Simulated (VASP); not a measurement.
A run of VASP 6.6.1:

INCAR

```
SYSTEM = TiC
PREC = Accurate
ENCUT = 600
EDIFF = 1E-6
ISMEAR = -1
SIGMA = 0.08
LREAL = .False.
LASPH = .True.
NELM = 80
ALGO = Normal
ISIF = 3
LWAVE = .False.
LCHARG = .False.
GGA = PE
IBRION = 2
NSW = 32
EDIFFG = -0.005
PSTRESS = 510.0
```

KPOINTS

```
Automatic mesh
0
Gamma
  16 16 16
  0 0 0
```

The input POSCAR:

```
TiC
1.0
    0.0000000000      2.0602480327      2.0602480327
    2.0602480327      0.0000000000      2.0602480327
    2.0602480327      2.0602480327      0.0000000000
Ti C
1 1
Direct
    0.0000000000      0.0000000000      0.0000000000
    0.5000000000      0.5000000000      0.5000000000
```

Potentials or basis: VASP PAW PBE potentials, release 64 (Ti_sv, C).

The run is started by

```bash
$ cat potpaw_PBE.64/Ti_sv/POTCAR potpaw_PBE.64/C/POTCAR > POTCAR
$ mpirun -np 1 vasp_std > vasp.out
```

Hardware: 1 thread of Intel(R) Xeon(R) 6975P-C (Granite Rapids) (shared host).

**Question.** How long does it take, and how much memory?

**Answer.** It took 12 s on 1 thread of Intel(R) Xeon(R) 6975P-C (Granite Rapids) (shared host), peak memory 0.16 GiB. Counts: scf iterations 14, k points 145, ion steps 1.
